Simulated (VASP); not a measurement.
# Ga (Pm-3m) in VASP: further runs

Ga is run at these levels: RPBE; tasks: single point.

Program: VASP 6.6.1. These are calculated values, not measurements. Logs are shortened: lines on timing, memory, paths and dates and some standing lists are left out, and cuts for length are marked.

### Step 1. The cell of the first run

It takes space group Pm-3m (No. 221, cubic). Conventional cell: a = 2.687 Å, b = 2.687 Å, c = 2.687 Å, α = 90.00°, β = 90.00°, γ = 90.00°. Ga (site symmetry m-3m) has 6 Ga at 2.69 Å within 3.5 Å.

### Step 2. Single point, RPBE (volume scaled by 0.92)

Contents of INCAR:

```
  PREC = Accurate
  ENCUT = 520
  EDIFF = 1E-7
  ISMEAR = -1
  SIGMA = 0.1
  LREAL = False
  LASPH = True
  NELM = 80
  ALGO = Normal
  ISIF = 2
  LWAVE = False
  LCHARG = True
  GGA = RP
  LELF = True
  LVHAR = True
  NBANDS = 12
```

Contents of KPOINTS:

```
Automatic mesh
0
Gamma
  13 13 13
```

Contents of POSCAR:

```
Ga
1.0
    2.6866859112      0.0000000000      0.0000000000
    0.0000000000      2.6866859112      0.0000000000
    0.0000000000      0.0000000000      2.6866859112
Ga
1
Direct
    0.0000000000      0.0000000000      0.0000000000
```

Potentials or basis: VASP PAW PBE potentials, release 64 (Ga_d).

Started as:

```sh
$ cat potpaw_PBE.64/Ga_d/POTCAR > POTCAR
$ mpirun -np 1 vasp_std > vasp.out
```

OUTCAR:

```text
PREC = Accurate
   ENCUT = 520
   EDIFF = 1E-7
   ISMEAR = -1
   LREAL = False
   LASPH = True
   NELM = 80
   ISIF = 2
   GGA = RP

 ion  position               nearest neighbor table
   1  0.000  0.000  0.000-

  LATTYP: Found a simple cubic cell.
 ALAT       =     2.6866859112

  Lattice vectors:

 A1 = (   2.6866859112,   0.0000000000,   0.0000000000)
 A2 = (   0.0000000000,   2.6866859112,   0.0000000000)
 A3 = (   0.0000000000,   0.0000000000,   2.6866859112)

Analysis of symmetry for initial positions (statically):
=====================================================================
 Subroutine PRICEL returns:
 Original cell was already a primitive cell.

 Routine SETGRP: Setting up the symmetry group for a
 simple cubic supercell.

 Subroutine GETGRP returns: Found 48 space group operations
 (whereof 48 operations were pure point group operations)
 out of a pool of 48 trial point group operations.

The static configuration has the point symmetry O_h .

Analysis of symmetry for dynamics (positions and initial velocities):
=====================================================================
 Subroutine PRICEL returns:
 Original cell was already a primitive cell.

 Routine SETGRP: Setting up the symmetry group for a
 simple cubic supercell.

 Subroutine GETGRP returns: Found 48 space group operations
 (whereof 48 operations were pure point group operations)
 out of a pool of 48 trial point group operations.

The dynamic configuration has the point symmetry O_h .

 Subroutine INISYM returns: Found 48 space group operations
 (whereof 48 operations are pure point group operations),
 and found     1 'primitive' translations

----------------------------------------------------------------------------------------

                                     Primitive cell

  volume of cell :      19.3933

  direct lattice vectors                    reciprocal lattice vectors
     2.686685911  0.000000000  0.000000000     0.372205771  0.000000000  0.000000000
     0.000000000  2.686685911  0.000000000     0.000000000  0.372205771  0.000000000
     0.000000000  0.000000000  2.686685911     0.000000000  0.000000000  0.372205771

  length of vectors
     2.686685911  2.686685911  2.686685911     0.372205771  0.372205771  0.372205771

[... 77 lines left out ...]
   NELM   =     80;   NELMIN=  2; NELMDL= -5     # of ELM steps
   EDIFF  = 0.1E-06   stopping-criterion for ELM
   LREAL  =      F    real-space projection
   EDIFFG = 0.1E-05   stopping-criterion for IOM
   NSW    =      0    number of steps for IOM
   IBRION =     -1    ionic relax: 0-MD 1-quasi-New 2-CG
   NFREE  =      0    steps in history (QN), initial steepest desc. (CG)
   ISIF   =      2    stress and relaxation
   ISYM   =      2    0-nonsym 1-usesym 2-fastsym
   POTIM  = 0.5000    time-step for ionic-motion
   TEBEG  =    0.0;   TEEND  =   0.0 temperature during run
   PSTRESS=    0.0 pullay stress
   NELECT =      13.0000    total number of electrons
   NUPDOWN=      -1.0000    fix difference up-down
   EMIN   =  10.00;   EMAX   =-10.00  energy-range for DOS
   EFERMI =   0.00;   METHOD = LEGACY
   ISMEAR =    -1;   SIGMA  =   0.10  broadening in eV -4-tet -1-fermi 0-gaus
   EFERMI_NEDOS =   21; number of points for ismear=-14 and -15
   IALGO  =     38    algorithm
   IMIX   =      4    mixing-type and parameters
     AMIX     =   0.40;   BMIX     =  1.00
     AMIX_MAG =   1.60;   BMIX_MAG =  1.00
  volume/ion in A,a.u.               =      19.39       130.87
  Fermi-wavevector in a.u.,A,eV,Ry     =   1.432756  2.707517 27.929919  2.052791
  Thomas-Fermi vector in A             =   2.552349
   LORBIT       =      0    0 simple, 1 ext, 2 COOP (PROOUT), +10 PAW based schemes
   GGA     = RP    functional components
   LHFCALC =     F    Hartree Fock is set to
   AEXX    =    0.0000 exact exchange contribution
   IVDW    =     0    specifies the selected vdW correction
   LEPSILON=     F    determine dielectric tensor
   LRPA    =     F    only Hartree local field effects (RPA)
 non-spin polarized calculation
  energy-cutoff  :      520.00
  volume of cell :       19.39
 maximum number of plane-waves:       535
 NGX is ok and might be reduce to    20
   NGX =  9   NGY =  9   NGZ =  9

 number of electron      13.0000010 magnetization

 Free energy of the ion-electron system (eV)
  ---------------------------------------------------
  ext. energy  EPLUGINS =         0.00000000
  ---------------------------------------------------
  free energy    TOTEN  =        -2.45298392 eV

  energy without entropy =       -2.43479020  energy(sigma->0) =       -2.44388706

 E-fermi :   5.1727     XC(G=0): -10.6695

 val. band max:        5.1541905896   @ k =   0.4615   0.4615   0.0000
 cond. band min:       5.1908000448   @ k =   0.3846   0.3077   0.1538
 fundamental gap:      0.0366094552
 Fermi energy:         5.1726601728

 k-point     1 :       0.0000    0.0000    0.0000
  band No.  band energies     occupation
      1     -10.0148      2.00000
      2     -10.0148      2.00000
      3      -9.4626      2.00000
      4      -9.4626      2.00000
      5      -9.4626      2.00000
      6      -5.6056      2.00000
      7      14.3832      0.00000
      8      14.3832      0.00000
      9      14.3832      0.00000
     10      17.2135      0.00000
     11      17.2135      0.00000
     12      19.9181      0.00000
[... 331 lines left out ...]
 k-point    24 :       0.3846    0.3077    0.0000
  band No.  band energies     occupation
      1      -9.8538      2.00000
      2      -9.7718      2.00000
      3      -9.5812      2.00000
      4      -9.5488      2.00000
      5      -9.4980      2.00000
      6      -0.5857      2.00000
      7       4.7071      1.98116
      8       8.0633      0.00000
      9      13.9232      0.00000
     10      19.1556      0.00000
     11      22.5356      0.00000
     12      26.3584      0.00000

 [... further k-points ...]
[... 5 lines left out ...]
  --------------------------------------------------------------------------------------
  -------------------------------------------------------------------------------------
  Total        0.4829212      0.4829212      0.4829212     -0.0000000     -0.0000000      0.0000000
  in kB       39.8966250     39.8966250     39.8966250     -0.0000000     -0.0000000      0.0000000
  external PRESSURE =      39.8966250 kB  Pullay stress =       0.0000000 kB

 VOLUME and BASIS-vectors are now :
 -----------------------------------------------------------------------------
  energy-cutoff  :      520.00
  volume of cell :       19.39
      direct lattice vectors                 reciprocal lattice vectors
     2.686685911  0.000000000  0.000000000     0.372205771  0.000000000  0.000000000
     0.000000000  2.686685911  0.000000000     0.000000000  0.372205771  0.000000000
     0.000000000  0.000000000  2.686685911     0.000000000  0.000000000  0.372205771

 POSITION                                       TOTAL-FORCE (eV/Angst)
 -----------------------------------------------------------------------------------
      0.00000      0.00000      0.00000         0.000000      0.000000      0.000000
 -----------------------------------------------------------------------------------
    total drift:                                0.000000      0.000000      0.000000

  FREE ENERGIE OF THE ION-ELECTRON SYSTEM (eV)
  ---------------------------------------------------
  free  energy   TOTEN  =        -2.4529839180 eV

  energy  without entropy=       -2.4347902006  energy(sigma->0) =       -2.44388706
```

stdout:

```text
POSCAR found type information on POSCAR Ga
 POSCAR found :  1 types and       1 ions
 scaLAPACK will be used
 -----------------------------------------------------------------------------
|                                                                             |
|                                                                             |
|     You enforced a specific xc type in the INCAR file but a different       |
|     I HOPE YOU KNOW WHAT YOU ARE DOING!                                     |
|                                                                             |
 -----------------------------------------------------------------------------

 LDA part: xc-table for (Slater+PW92), standard interpolation
 POSCAR, INCAR and KPOINTS ok, starting setup
 FFT: planning ... GRIDC
 FFT: planning ... GRID_SOFT
 FFT: planning ... GRID
 WAVECAR not read
 entering main loop
```

Wall time 16 s (1 thread of Intel Xeon 8259CL, shared host); peak memory 0.13 GiB.

Results:

* Free energy: -2.4530 eV
* Pressure: 4.0 GPa

Caveat: the PAW data sets were made with another functional, which shifts forces and pressure a little.

### Step 3. Single point, RPBE (volume scaled by 0.96)

Contents of INCAR:

```
SYSTEM = Ga
PREC = Accurate
ENCUT = 520
EDIFF = 1E-6
ISMEAR = -1
SIGMA = 0.1
LREAL = .FALSE.
LASPH = .TRUE.
NELM = 100
ALGO = Normal
ISIF = 2
LWAVE = .FALSE.
LCHARG = .FALSE.
GGA = RP
NBANDS = 12
```

Contents of KPOINTS:

```
Automatic mesh
0
G
  13 13 13
  0 0 0
```

Contents of POSCAR:

```
Ga
1.0
    2.7250723247      0.0000000000      0.0000000000
    0.0000000000      2.7250723247      0.0000000000
    0.0000000000      0.0000000000      2.7250723247
Ga
1
Direct
    0.0000000000      0.0000000000      0.0000000000
```

Potentials or basis: VASP PAW PBE potentials, release 64 (Ga_d).

Started as:

```sh
$ cat potpaw_PBE.64/Ga_d/POTCAR > POTCAR
$ mpirun -np 1 vasp_std > vasp.out
```

It took 15 s on 1 thread of Intel Xeon 8259CL, shared host; peak memory 0.14 GiB.

Results (log left out):

| Item | Value |
| --- | --- |
| Free energy | -2.4677 eV |
| Pressure | 1.6 GPa |

Levels at points of the mesh, in eV from the Fermi level:
| k point | band 3 | band 4 | band 5 | band 6 | band 7 | band 8 | band 9 | band 10 |
| --- | --- | --- | --- | --- | --- | --- | --- | --- |
| (0.00, 0.00, 0.00) | -14.64 | -14.64 | -14.64 | -10.50 | 8.91 | 8.91 | 8.91 | 11.76 |

Caveat: the PAW data sets were made with another functional, which shifts forces and pressure a little.
